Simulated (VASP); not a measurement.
# MnO2 (Pyrolusite) (P4_2/mnm) in VASP: a series of runs, part 2 of 2

VASP 6.6.1.

### 3 Single point, PBE, collinear spin, ferromagnetic start

Input file INCAR:

```
SYSTEM = MnO2
PREC = Accurate
ENCUT = 520
EDIFF = 1E-6
ISMEAR = -1
SIGMA = 0.05
LREAL = .False.
LASPH = .True.
NELM = 150
ALGO = Normal
ISIF = 2
LWAVE = .False.
LCHARG = .True.
ISPIN = 2
MAGMOM = 4.5 4.5 0 0 0 0
LORBIT = 11
LMAXMIX = 4
GGA = PE
LELF = .True.
LVHAR = .True.
NBANDS = 38
```

Input file KPOINTS:

```
Automatic mesh
0
Gamma
  6 6 10
  0 0 0
```

Input file POSCAR:

```
MnO2
1.0
    4.3983000000      0.0000000000      0.0000000000
    0.0000000000      4.3983000000      0.0000000000
    0.0000000000      0.0000000000      2.8730000000
Mn O
2 4
Direct
    0.0000000000      0.0000000000      0.0000000000
    0.5000000000      0.5000000000      0.5000000000
    0.3051500000      0.3051500000      0.0000000000
    0.1948500000      0.8051500000      0.5000000000
    0.6948500000      0.6948500000      0.0000000000
    0.8051500000      0.1948500000      0.5000000000
```

Potentials or basis: VASP PAW PBE potentials, release 64 (Mn_pv, O).

The run is started by

```console
$ cat potpaw_PBE.64/Mn_pv/POTCAR potpaw_PBE.64/O/POTCAR > POTCAR
$ mpirun -np 1 vasp_std > vasp.out
```

OUTCAR:

```text
SYSTEM = MnO2
   PREC = Accurate
   ENCUT = 520
   EDIFF = 1E-6
   ISMEAR = -1
   LREAL = .False.
   LASPH = .True.
   NELM = 150
   ISIF = 2
   ISPIN = 2
   LORBIT = 11
   GGA = PE

 ion  position               nearest neighbor table
   1  0.000  0.000  0.000-   4 1.88   6 1.88   4 1.88   6 1.88   5 1.90   3 1.90
   2  0.500  0.500  0.500-   3 1.88   5 1.88   3 1.88   5 1.88   4 1.90   6 1.90
   3  0.305  0.305  0.000-   2 1.88   2 1.88   1 1.90
   4  0.195  0.805  0.500-   1 1.88   1 1.88   2 1.90
   5  0.695  0.695  0.000-   2 1.88   2 1.88   1 1.90
   6  0.805  0.195  0.500-   1 1.88   1 1.88   2 1.90

  LATTYP: Found a simple tetragonal cell.
 ALAT       =     4.3983000000
 C/A-ratio  =     0.6532069209

  Lattice vectors:

 A1 = (   4.3983000000,   0.0000000000,   0.0000000000)
 A2 = (   0.0000000000,   4.3983000000,   0.0000000000)
 A3 = (   0.0000000000,   0.0000000000,   2.8730000000)

Analysis of symmetry for initial positions (statically):
=====================================================================
 Subroutine PRICEL returns:
 Original cell was already a primitive cell.

 Routine SETGRP: Setting up the symmetry group for a
 simple tetragonal supercell.

 Subroutine GETGRP returns: Found 16 space group operations
 (whereof  8 operations were pure point group operations)
 out of a pool of 16 trial point group operations.

The static configuration has the point symmetry D_2h.
 The point group associated with its full space group is D_4h.

Analysis of symmetry for dynamics (positions and initial velocities):
=====================================================================
 Subroutine PRICEL returns:
 Original cell was already a primitive cell.

 Routine SETGRP: Setting up the symmetry group for a
 simple tetragonal supercell.

 Subroutine GETGRP returns: Found 16 space group operations
 (whereof  8 operations were pure point group operations)
 out of a pool of 16 trial point group operations.

The dynamic configuration has the point symmetry D_2h.
 The point group associated with its full space group is D_4h.

Analysis of structural, dynamic, and magnetic symmetry:
=====================================================================
 Subroutine PRICEL returns:
 Original cell was already a primitive cell.

 Routine SETGRP: Setting up the symmetry group for a
 simple tetragonal supercell.

 Subroutine GETGRP returns: Found 16 space group operations
 (whereof  8 operations were pure point group operations)
 out of a pool of 16 trial point group operations.

The overall configuration has the point symmetry D_2h.
 The point group associated with its full space group is D_4h.

 Subroutine INISYM returns: Found 16 space group operations
 (whereof  8 operations are pure point group operations),
 and found     1 'primitive' translations

----------------------------------------------------------------------------------------

                                     Primitive cell

  volume of cell :      55.5783

  direct lattice vectors                    reciprocal lattice vectors
     4.398300000  0.000000000  0.000000000     0.227360571  0.000000000  0.000000000
[... 98 lines left out ...]
   IBRION =     -1    ionic relax: 0-MD 1-quasi-New 2-CG
   NFREE  =      0    steps in history (QN), initial steepest desc. (CG)
   ISIF   =      2    stress and relaxation
   ISYM   =      2    0-nonsym 1-usesym 2-fastsym
   POTIM  = 0.5000    time-step for ionic-motion
   TEBEG  =    0.0;   TEEND  =   0.0 temperature during run
   PSTRESS=    0.0 pullay stress
   NELECT =      50.0000    total number of electrons
   NUPDOWN=      -1.0000    fix difference up-down
   EMIN   =  10.00;   EMAX   =-10.00  energy-range for DOS
   EFERMI =   0.00;   METHOD = LEGACY
   ISMEAR =    -1;   SIGMA  =   0.05  broadening in eV -4-tet -1-fermi 0-gaus
   EFERMI_NEDOS =   21; number of points for ismear=-14 and -15
   IALGO  =     38    algorithm
   IMIX   =      4    mixing-type and parameters
     AMIX     =   0.40;   BMIX     =  1.00
     AMIX_MAG =   1.60;   BMIX_MAG =  1.00
  volume/ion in A,a.u.               =       9.26        62.51
  Fermi-wavevector in a.u.,A,eV,Ry     =   1.580386  2.986496 33.982164  2.497619
  Thomas-Fermi vector in A             =   2.680621
   LORBIT       =     11    0 simple, 1 ext, 2 COOP (PROOUT), +10 PAW based schemes
   GGA     = PE    functional components
   LHFCALC =     F    Hartree Fock is set to
   AEXX    =    0.0000 exact exchange contribution
   IVDW    =     0    specifies the selected vdW correction
   LEPSILON=     F    determine dielectric tensor
   LRPA    =     F    only Hartree local field effects (RPA)
 spin polarized calculation
  energy-cutoff  :      520.00
  volume of cell :       55.58
 maximum number of plane-waves:      1528
 NGX is ok and might be reduce to    36
   NGX = 17   NGY = 17   NGZ = 11

 number of electron      49.9999964 magnetization       5.9913233

 Free energy of the ion-electron system (eV)
  ---------------------------------------------------
  ext. energy  EPLUGINS =         0.00000000
  ---------------------------------------------------
  free energy    TOTEN  =       -47.68564903 eV

  energy without entropy =      -47.68198379  energy(sigma->0) =      -47.68381641

 E-fermi :   5.4841     XC(G=0): -12.0174

 val. band max:        5.3899619180   @ k =   0.1667   0.1667   0.5000
 cond. band min:       5.4887779450   @ k =   0.0000   0.0000   0.1000
 fundamental gap:      0.0988160270
 Fermi energy:         5.4840751304

 spin component 1

 k-point     1 :       0.0000    0.0000    0.0000
  band No.  band energies     occupation
      1     -45.3623      1.00000
      2     -45.3546      1.00000
      3     -45.2922      1.00000
      4     -45.2922      1.00000
      5     -45.2052      1.00000
      6     -45.2052      1.00000
[... 949 lines left out ...]
     36      19.0298      0.00000
     37      21.0814      0.00000

 [... further k-points ...]

 spin component 2

 k-point     1 :       0.0000    0.0000    0.0000
  band No.  band energies     occupation
      1     -42.3926      1.00000
      2     -42.3830      1.00000
      3     -42.3172      1.00000
      4     -42.3172      1.00000
      5     -42.2241      1.00000
      6     -42.2241      1.00000
[... 949 lines left out ...]
     36      19.6498      0.00000
     37      21.5124      0.00000

 [... further k-points ...]

 [bands above 37 left out]

------------------------ aborting loop because EDIFF is reached ----------------------------------------

  FORCE on cell =-STRESS in cart. coord.  units (eV):
  Direction    XX          YY          ZZ          XY          YZ          ZX
  --------------------------------------------------------------------------------------
  -------------------------------------------------------------------------------------
  Total        2.4791727      2.4791727      2.0021161      0.0000000      0.0000000      0.0000000
  in kB       71.4680680     71.4680680     57.7157721      0.0000000      0.0000000      0.0000000
  external PRESSURE =      66.8839694 kB  Pullay stress =       0.0000000 kB

 VOLUME and BASIS-vectors are now :
 -----------------------------------------------------------------------------
  energy-cutoff  :      520.00
  volume of cell :       55.58
      direct lattice vectors                 reciprocal lattice vectors
     4.398300000  0.000000000  0.000000000     0.227360571  0.000000000  0.000000000
     0.000000000  4.398300000  0.000000000     0.000000000  0.227360571  0.000000000
     0.000000000  0.000000000  2.873000000     0.000000000  0.000000000  0.348068221

 POSITION                                       TOTAL-FORCE (eV/Angst)
 -----------------------------------------------------------------------------------
      0.00000      0.00000      0.00000         0.000000      0.000000      0.000000
      2.19915      2.19915      1.43650         0.000000      0.000000      0.000000
      1.34214      1.34214      0.00000        -0.033943     -0.033943      0.000000
      0.85701      3.54129      1.43650         0.033943     -0.033943      0.000000
      3.05616      3.05616      0.00000         0.033943      0.033943      0.000000
      3.54129      0.85701      1.43650        -0.033943      0.033943      0.000000
 -----------------------------------------------------------------------------------
    total drift:                                0.000000      0.000000      0.000000

  FREE ENERGIE OF THE ION-ELECTRON SYSTEM (eV)
  ---------------------------------------------------
  free  energy   TOTEN  =       -47.6856490286 eV

  energy  without entropy=      -47.6819837857  energy(sigma->0) =      -47.68381641

 total charge

# of ion       s       p       d       tot
------------------------------------------
    1        0.354   6.468   4.898  11.720
    2        0.354   6.468   4.898  11.720
    3        1.569   3.466   0.000   5.035
    4        1.569   3.466   0.000   5.035
    5        1.569   3.466   0.000   5.035
    6        1.569   3.466   0.000   5.035
--------------------------------------------------
tot          6.984  26.801   9.797  43.582

 magnetization (x)

# of ion       s       p       d       tot
------------------------------------------
    1        0.018   0.029   2.648   2.695
    2        0.018   0.029   2.648   2.695
    3        0.001   0.095   0.000   0.096
    4        0.001   0.095   0.000   0.096
    5        0.001   0.095   0.000   0.096
    6        0.001   0.095   0.000   0.096
--------------------------------------------------
tot          0.038   0.438   5.297   5.773
```

It took 5.6 min on 1 thread of AMD EPYC 7R43 (Zen 3), shared host; peak memory 0.28 GiB.

What came out:

```yaml
Free_energy: -47.6856 eV
Pressure: 6.7 GPa
Largest_force: 0.048 eV/Å
Band_gap_on_the_k_mesh: zero (filled and empty bands overlap)
Net_moment: 5.99 μB per cell
Site_moments: Mn +2.69; O +0.10 μB
Valence_electrons_inside_the_program's_atomic_spheres: Mn 11.72; O 5.04
```

Forces in eV/Å, atoms in the order of the input:
```
Mn   0.000  0.000  0.000
Mn   0.000  0.000  0.000
O   -0.034 -0.034  0.000
O    0.034 -0.034  0.000
O    0.034  0.034  0.000
O   -0.034  0.034  0.000
```

Levels at points of the mesh, in eV from the Fermi level:
Spin up:
```csv
k point,band 25,band 26,band 27,band 28,band 29,band 30,band 31,band 32
"(0.00, 0.00, 0.00)",-1.30,-1.30,-0.75,-0.21,-0.20,2.70,2.70,3.42
"(0.50, 0.00, 0.00)",-1.48,-1.48,-0.77,-0.77,2.19,2.19,2.46,2.46
"(0.50, 0.50, 0.00)",-2.20,-2.20,-0.10,-0.10,1.44,1.44,2.67,2.67
"(0.00, 0.00, 0.50)",-1.17,-1.17,-0.24,-0.24,1.27,1.27,1.68,1.68
"(0.50, 0.00, 0.50)",-2.04,-2.04,-0.12,-0.12,0.20,0.20,3.22,3.22
"(0.50, 0.50, 0.50)",-1.12,-1.12,-0.82,-0.82,1.71,1.71,1.91,1.91
```
Spin down:
| k point | band 19 | band 20 | band 21 | band 22 | band 23 | band 24 | band 25 | band 26 |
| --- | --- | --- | --- | --- | --- | --- | --- | --- |
| (0.00, 0.00, 0.00) | -1.72 | -1.00 | -1.00 | -0.41 | 0.05 | 0.37 | 0.50 | 0.50 |
| (0.50, 0.00, 0.00) | -2.93 | -2.93 | -1.26 | -1.26 | 0.75 | 0.75 | 1.09 | 1.09 |
| (0.50, 0.50, 0.00) | -2.59 | -2.59 | -1.98 | -1.98 | 0.09 | 0.09 | 0.51 | 0.51 |
| (0.00, 0.00, 0.50) | -3.15 | -3.15 | -2.44 | -2.44 | 1.03 | 1.03 | 1.36 | 1.36 |
| (0.50, 0.00, 0.50) | -3.01 | -3.01 | -1.61 | -1.61 | 0.23 | 0.23 | 1.05 | 1.05 |
| (0.50, 0.50, 0.50) | -1.91 | -1.91 | -1.52 | -1.52 | 1.04 | 1.04 | 1.08 | 1.08 |

Caveat: semilocal functionals often make such compounds metallic where correlation or magnetic order opens a gap, which also shifts bond lengths; only a ferromagnetic start was run, and an antiferromagnetic order may lie lower in energy.
